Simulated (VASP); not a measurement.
# TiO2 in VASP: notebook, part 2 of 2

VASP 6.6.1.

### Step 3. Single point, LDA

This run uses another cell than the first one: it holds 12 atoms, not 6.

The input, INCAR:

```
PREC = Accurate
ENCUT = 520
EDIFF = 1E-6
ISMEAR = 0
SIGMA = 0.02
LREAL = False
LASPH = True
NELM = 60
ALGO = Normal
ISIF = 2
LWAVE = False
LCHARG = False
NBANDS = 60
```

The input, KPOINTS:

```
regular mesh
0
Gamma
  6 6 6
```

The input, POSCAR:

```
TiO2
1.0
    5.2880834838      0.0000000000      0.0000000000
    0.0000000000      5.2879688442      0.0000000000
   -2.5479230737      0.0000000000      4.7282720145
Ti O
4 8
Direct
    0.5000000000      0.3703538320      0.2500000000
    0.5000000000      0.6296461680      0.7500000000
    0.0000000000      0.8703538320      0.2500000000
    0.0000000000      0.1296461680      0.7500000000
    0.2093711267      0.8789917232      0.6657356202
    0.7906288733      0.1210082768      0.3342643798
    0.7906288733      0.8789917232      0.8342643798
    0.2093711267      0.1210082768      0.1657356202
    0.7093711267      0.3789917232      0.6657356202
    0.2906288733      0.6210082768      0.3342643798
    0.2906288733      0.3789917232      0.8342643798
    0.7093711267      0.6210082768      0.1657356202
```

Potentials or basis: VASP PAW LDA potentials, release 64 (Ti_sv, O).

Command:

```sh
$ cat potpaw_LDA.64/Ti_sv/POTCAR potpaw_LDA.64/O/POTCAR > POTCAR
$ mpirun -np 1 vasp_std > vasp.out
```

OUTCAR:

```text
PREC = Accurate
   ENCUT = 520
   EDIFF = 1E-6
   ISMEAR = 0
   LREAL = False
   LASPH = True
   NELM = 60
   ISIF = 2

 ion  position               nearest neighbor table
   1  0.500  0.370  0.250-   6 1.91   8 1.91  10 1.91  12 1.91  11 1.97   9 1.97
   2  0.500  0.630  0.750-   5 1.91   7 1.91   9 1.91  11 1.91  10 1.97  12 1.97
   3  0.000  0.870  0.250-  10 1.91  12 1.91   6 1.91   8 1.91   7 1.97   5 1.97
   4  0.000  0.130  0.750-   9 1.91  11 1.91   5 1.91   7 1.91   6 1.97   8 1.97
   5  0.209  0.879  0.666-   2 1.91   4 1.91   3 1.97
   6  0.791  0.121  0.334-   1 1.91   3 1.91   4 1.97
   7  0.791  0.879  0.834-   2 1.91   4 1.91   3 1.97
   8  0.209  0.121  0.166-   1 1.91   3 1.91   4 1.97
   9  0.709  0.379  0.666-   4 1.91   2 1.91   1 1.97
  10  0.291  0.621  0.334-   3 1.91   1 1.91   2 1.97
  11  0.291  0.379  0.834-   4 1.91   2 1.91   1 1.97
  12  0.709  0.621  0.166-   3 1.91   1 1.91   2 1.97

  LATTYP: Found a simple monoclinic cell.
 ALAT       =     5.2880834838
 B/A-ratio  =     0.9999783211
[... 233 lines left out ...]
      6     -29.0531      2.00000
[... 1501 lines left out ...]
     59       8.1837      0.00000
     60       8.2448      0.00000

 [... further k-points ...]

------------------------ aborting loop because EDIFF is reached ----------------------------------------

  FORCE on cell =-STRESS in cart. coord.  units (eV):
  Direction    XX          YY          ZZ          XY          YZ          ZX
  --------------------------------------------------------------------------------------
  -------------------------------------------------------------------------------------
  Total        1.0201119      1.0462352      1.0414928      0.0000000      0.0000000     -0.7560542
  in kB       12.3614308     12.6779862     12.6205187      0.0000000      0.0000000     -9.1616537
  external PRESSURE =      12.5533119 kB  Pullay stress =       0.0000000 kB

 VOLUME and BASIS-vectors are now :
 -----------------------------------------------------------------------------
  energy-cutoff  :      520.00
  volume of cell :      132.22
      direct lattice vectors                 reciprocal lattice vectors
     5.288083484  0.000000000  0.000000000     0.189104428  0.000000000  0.101902668
     0.000000000  5.287968844  0.000000000     0.000000000  0.189108527  0.000000000
    -2.547923074  0.000000000  4.728272014     0.000000000  0.000000000  0.211493754

 POSITION                                       TOTAL-FORCE (eV/Angst)
 -----------------------------------------------------------------------------------
      2.00706      1.95842      1.18207         0.000000      0.000034     -0.000000
      0.73310      3.32955      3.54620         0.000000     -0.000034     -0.000000
     -0.63698      4.60240      1.18207         0.000000      0.000034     -0.000000
     -1.91094      0.68556      3.54620         0.000000     -0.000034     -0.000000
     -0.58907      4.64808      3.14778        -0.000767      0.002983      0.032748
      3.32923      0.63989      1.58049         0.000767     -0.002983     -0.032748
      2.05527      4.64808      3.94463         0.000767      0.002983     -0.032748
      0.68489      0.63989      0.78364        -0.000767     -0.002983      0.032748
      2.05497      2.00410      3.14778        -0.000767      0.002983      0.032748
      0.68519      3.28387      1.58049         0.000767     -0.002983     -0.032748
     -0.58877      2.00410      3.94463         0.000767      0.002983     -0.032748
      3.32893      3.28387      0.78364        -0.000767     -0.002983      0.032748
 -----------------------------------------------------------------------------------
    total drift:                               -0.000000      0.000000      0.000000

  FREE ENERGIE OF THE ION-ELECTRON SYSTEM (eV)
  ---------------------------------------------------
  free  energy   TOTEN  =      -117.6620280521 eV

  energy  without entropy=     -117.6620280521  energy(sigma->0) =     -117.66202805
```

OSZICAR:

```text
N       E                     dE             d eps       ncg     rms          rms(c)
DAV:   1     0.150269648687E+04    0.15027E+04   -0.47908E+04  9600   0.188E+03
DAV:   2     0.159442587356E+03   -0.13433E+04   -0.12740E+04  9772   0.588E+02
DAV:   3    -0.128017207526E+03   -0.28746E+03   -0.27862E+03 12308   0.239E+02
DAV:   4    -0.149570677277E+03   -0.21553E+02   -0.21504E+02 14704   0.699E+01
DAV:   5    -0.150698067024E+03   -0.11274E+01   -0.11269E+01 14512   0.126E+01    0.464E+01
DAV:   6    -0.118719579283E+03    0.31978E+02   -0.20200E+02 13740   0.980E+01    0.174E+01
DAV:   7    -0.118059880747E+03    0.65970E+00   -0.30235E+01 13296   0.315E+01    0.120E+01
DAV:   8    -0.117998061433E+03    0.61819E-01   -0.62602E+00 12432   0.183E+01    0.546E+00
DAV:   9    -0.117652274043E+03    0.34579E+00   -0.21102E+00 12512   0.102E+01    0.136E+00
DAV:  10    -0.117670444300E+03   -0.18170E-01   -0.19329E-01 11816   0.242E+00    0.665E-01
DAV:  11    -0.117661969313E+03    0.84750E-02   -0.44244E-02 10836   0.958E-01    0.134E-01
DAV:  12    -0.117662241248E+03   -0.27193E-03   -0.25907E-03 11532   0.386E-01    0.172E-01
DAV:  13    -0.117662041746E+03    0.19950E-03   -0.81114E-04 12380   0.181E-01    0.472E-02
DAV:  14    -0.117662029031E+03    0.12715E-04   -0.15106E-04 13528   0.878E-02    0.156E-02
DAV:  15    -0.117662027980E+03    0.10511E-05   -0.33944E-05 12696   0.407E-02    0.636E-03
DAV:  16    -0.117662028052E+03   -0.72589E-07   -0.88527E-07  6252   0.657E-03
   1 F= -.11766203E+03 E0= -.11766203E+03  d E =-.319868E-32
```

It took 11 min on 1 thread of Intel Xeon Platinum 8259CL at 2.50GHz (Skylake/Cascade Lake), shared host; peak memory 0.5 GiB.

What came out:

| Quantity | Value |
| --- | --- |
| Free energy | -117.6620 eV |
| Pressure | 1.3 GPa |
| Largest force | 0.033 eV/Å |
| Band gap on the k mesh | 2.07 eV |

Forces in eV/Å, atoms in the order of the input:
```
Ti   0.000  0.000  0.000
Ti   0.000  0.000  0.000
Ti   0.000  0.000  0.000
Ti   0.000  0.000  0.000
O   -0.001  0.003  0.033
O    0.001 -0.003 -0.033
O    0.001  0.003 -0.033
O   -0.001 -0.003  0.033
O   -0.001  0.003  0.033
O    0.001 -0.003 -0.033
O    0.001  0.003 -0.033
O   -0.001 -0.003  0.033
```

Levels at points of the mesh, in eV from the valence-band top:
| k point | band 44 | band 45 | band 46 | band 47 | band 48 | band 49 | band 50 | band 51 | band 52 | band 53 |
| --- | --- | --- | --- | --- | --- | --- | --- | --- | --- | --- |
| (0.00, 0.00, 0.00) | -0.76 | -0.51 | -0.51 | -0.05 | -0.04 | 2.07 | 2.86 | 3.35 | 3.43 | 3.81 |
| (0.50, 0.00, 0.00) | -0.94 | -0.74 | -0.74 | -0.27 | -0.27 | 2.95 | 2.95 | 3.35 | 3.35 | 3.47 |
| (0.00, 0.50, 0.00) | -1.01 | -0.62 | -0.62 | -0.26 | -0.26 | 2.98 | 2.98 | 3.18 | 3.18 | 3.59 |
| (0.50, 0.50, 0.00) | -1.05 | -0.82 | -0.82 | -0.66 | -0.66 | 3.30 | 3.30 | 3.62 | 3.62 | 3.63 |
| (0.00, 0.00, 0.50) | -1.28 | -0.12 | -0.12 | -0.05 | -0.05 | 2.45 | 2.45 | 3.40 | 3.40 | 3.86 |
| (0.50, 0.00, 0.50) | -0.97 | -0.80 | -0.80 | -0.29 | -0.29 | 3.04 | 3.04 | 3.36 | 3.36 | 3.40 |
| (0.00, 0.50, 0.50) | -1.30 | -0.43 | -0.43 | -0.43 | -0.43 | 3.14 | 3.14 | 3.14 | 3.14 | 3.61 |
| (0.50, 0.50, 0.50) | -1.03 | -0.83 | -0.83 | -0.66 | -0.66 | 3.26 | 3.26 | 3.63 | 3.63 | 3.66 |

### Step 4. Single point, LDA (shear of c along a, cell held: -1.0 %, then relaxed in part)

The input, INCAR:

```
SYSTEM = TiO2
ALGO     = Normal         ! electronic algorithm
EDIFF    = 1E-7           ! SCF threshold, eV
ENCUT    = 520            ! plane-wave cutoff, eV
GGA      = CA             ! functional
ISIF     = 2              ! what is computed and relaxed
ISMEAR   = 0              ! smearing method
LASPH    = .True.         ! aspherical terms in the spheres
LCHARG   = .True.         ! write CHGCAR
LELF     = .True.         ! ELF
LREAL    = .False.        ! projectors in reciprocal space
LVHAR    = .True.       
LWAVE    = .False.        ! write WAVECAR
NBANDS   = 60             ! bands
NELM     = 80             ! most SCF steps
PREC     = Accurate       ! precision mode
SIGMA    = 0.02           ! smearing width, eV
```

The input, KPOINTS:

```
k-points
0
Gamma
  6 6 6
  0 0 0
```

The input, POSCAR:

```
TiO2
1.0
    5.2880834838      0.0000000000      0.0000000000
    0.0000000000      5.2879688442      0.0000000000
   -2.6897712342      0.0000000000      4.7282720145
Ti O
4 8
Direct
    0.5000000000      0.3770186472      0.2500000000
    0.5000000000      0.6229813528      0.7500000000
    0.0000000000      0.8770186472      0.2500000000
    0.0000000000      0.1229813528      0.7500000000
    0.2072079704      0.8730765192      0.6658837354
    0.7927920296      0.1269234808      0.3341162646
    0.7927920296      0.8730765192      0.8341162646
    0.2072079704      0.1269234808      0.1658837354
    0.7072079704      0.3730765192      0.6658837354
    0.2927920296      0.6269234808      0.3341162646
    0.2927920296      0.3730765192      0.8341162646
    0.7072079704      0.6269234808      0.1658837354
```

Potentials or basis: VASP PAW LDA potentials, release 64 (Ti_sv, O).

Command:

```sh
$ cat potpaw_LDA.64/Ti_sv/POTCAR potpaw_LDA.64/O/POTCAR > POTCAR
$ mpirun -np 1 vasp_std > vasp.out
```

OUTCAR:

```text
SYSTEM = TiO2
   EDIFF = 1E-7
   ENCUT = 520
   GGA = CA
   ISIF = 2
   ISMEAR = 0
   LASPH = .True.
   LREAL = .False.
   NELM = 80
   PREC = Accurate

 ion  position               nearest neighbor table
   1  0.500  0.377  0.250-  10 1.91  12 1.91   6 1.91   8 1.91  11 1.97   9 1.97
   2  0.500  0.623  0.750-   9 1.91  11 1.91   5 1.91   7 1.91  10 1.97  12 1.97
   3  0.000  0.877  0.250-   6 1.91   8 1.91  10 1.91  12 1.91   7 1.97   5 1.97
   4  0.000  0.123  0.750-   5 1.91   7 1.91   9 1.91  11 1.91   6 1.97   8 1.97
   5  0.207  0.873  0.666-   4 1.91   2 1.91   3 1.97
   6  0.793  0.127  0.334-   3 1.91   1 1.91   4 1.97
[... 1761 lines left out ...]
 -----------------------------------------------------------------------------
  energy-cutoff  :      520.00
  volume of cell :      132.22
      direct lattice vectors                 reciprocal lattice vectors
     5.288083484  0.000000000  0.000000000     0.189104428  0.000000000  0.107575801
     0.000000000  5.287968844  0.000000000     0.000000000  0.189108527  0.000000000
    -2.689771234  0.000000000  4.728272014     0.000000000  0.000000000  0.211493754

 POSITION                                       TOTAL-FORCE (eV/Angst)
 -----------------------------------------------------------------------------------
      1.97160      1.99366      1.18207        -0.000000      0.005608      0.000000
      0.62671      3.29431      3.54620         0.000000     -0.005608      0.000000
     -0.67244      4.63765      1.18207         0.000000      0.005608      0.000000
     -2.01733      0.65032      3.54620         0.000000     -0.005608      0.000000
     -0.69534      4.61680      3.14848        -0.001738      0.000361      0.033779
      3.29365      0.67117      1.57979         0.001738     -0.000361     -0.033779
      1.94877      4.61680      3.94393         0.001738      0.000361     -0.033779
      0.64954      0.67117      0.78434        -0.001738     -0.000361      0.033779
      1.94870      1.97282      3.14848        -0.001738      0.000361      0.033779
      0.64961      3.31515      1.57979         0.001738     -0.000361     -0.033779
     -0.69527      1.97282      3.94393         0.001738      0.000361     -0.033779
      3.29359      3.31515      0.78434        -0.001738     -0.000361      0.033779
 -----------------------------------------------------------------------------------
    total drift:                               -0.000000      0.000000      0.000000

  FREE ENERGIE OF THE ION-ELECTRON SYSTEM (eV)
  ---------------------------------------------------
  free  energy   TOTEN  =      -117.6679925713 eV

  energy  without entropy=     -117.6679925713  energy(sigma->0) =     -117.66799257
```

stdout:

```text
POSCAR found type information on POSCAR TiO
 POSCAR found :  2 types and      12 ions
 scaLAPACK will be used
 LDA part: xc-table for (Slater(with rela. corr.)+CA(PZ))
 , standard interpolation
 POSCAR, INCAR and KPOINTS ok, starting setup
 FFT: planning ... GRIDC
 FFT: planning ... GRID_SOFT
 FFT: planning ... GRID
 WAVECAR not read
 entering main loop
```

It took 32 min on 1 thread of Intel Xeon 8259CL, shared host; peak memory 0.47 GiB.

Results:

| Item | Value |
| --- | --- |
| Free energy | -117.6680 eV |
| Pressure | 1.3 GPa |
| Largest force | 0.034 eV/Å |
| Band gap on the k mesh | 2.06 eV |

Forces on the atoms (eV/Å):
```
Ti   0.000  0.006  0.000
Ti   0.000 -0.006  0.000
Ti   0.000  0.006  0.000
Ti   0.000 -0.006  0.000
O   -0.002  0.000  0.034
O    0.002  0.000 -0.034
O    0.002  0.000 -0.034
O   -0.002  0.000  0.034
O   -0.002  0.000  0.034
O    0.002  0.000 -0.034
O    0.002  0.000 -0.034
O   -0.002  0.000  0.034
```

Caveat: the cell differs from its parent crystal (shear of c along a, cell held: -1.0 %, then relaxed in part). A k mesh can miss the band edges.

### Step 5. Summary

```csv
task,cell,k mesh,cutoff (eV),gap on the mesh (eV),pressure (GPa),largest force (eV/Å)
relaxation of shape and atoms at fixed volume,"relaxed from a = 3.676, b = 3.676, c = 5.155 Å, angles 110.9, 110.9, 90.0°, 6 atoms, atomic positions A",8 × 8 × 6,600,1.78,20.2,0.01
single point,"a = 5.288, b = 5.288, c = 5.371 Å, angles 90.0, 118.3, 90.0°, 12 atoms, atomic positions B",6 × 6 × 6,520,2.07,1.3,0.03
single point,"a = 5.288, b = 5.288, c = 5.440 Å, angles 90.0, 119.6, 90.0°, 12 atoms, atomic positions C",6 × 6 × 6,520,2.06,1.3,0.03
```

Alike in all rows: level LDA; potentials or basis VASP PAW LDA potentials, release 64 (Ti_sv, O); no spin polarisation; smearing gaussian 0.02 eV.

Total energies depend on the potentials used, so only differences within one code and one set of settings carry meaning.
